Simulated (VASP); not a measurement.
A run of VASP 6.6.1 is set up as follows.

The input INCAR:

```
SYSTEM = MgS
  PREC = Accurate
  ENCUT = 520
  EDIFF = 1E-6
  ISMEAR = 0
  SIGMA = 0.05
  LREAL = .FALSE.
  LASPH = .TRUE.
  NELM = 100
  ALGO = Normal
  ISIF = 2
  LWAVE = .FALSE.
  LCHARG = .FALSE.
  GGA = PS
  NBANDS = 11
```

The input KPOINTS:

```
Automatic mesh
0
G
  8 8 8
  0 0 0
```

POSCAR

```
MgS
1.0
    0.0000000000      2.7317325000      2.6016500000
    2.7317325000      0.0000000000      2.6016500000
    2.7317325000      2.7317325000      0.0000000000
Mg S
1 1
Direct
    0.0000000000      0.0000000000      0.0000000000
    0.5000000000      0.5000000000      0.5000000000
```

Potentials or basis: VASP PAW PBE potentials, release 64 (Mg, S).

Command:

```sh
$ cat potpaw_PBE.64/Mg/POTCAR potpaw_PBE.64/S/POTCAR > POTCAR
$ mpirun -np 1 vasp_std > vasp.out
```

(1) Estimate the band gap on the k mesh.

(2) Estimate the pressure.

## Answers

(1) 2.32 eV, indirect (least direct gap 2.81 eV).

(2) -6.8 GPa.

Caveat: the cell differs from its parent crystal (strain +0.050 along x and y, +0.000 along z); the PAW data sets were made with another functional, which shifts forces and pressure a little.
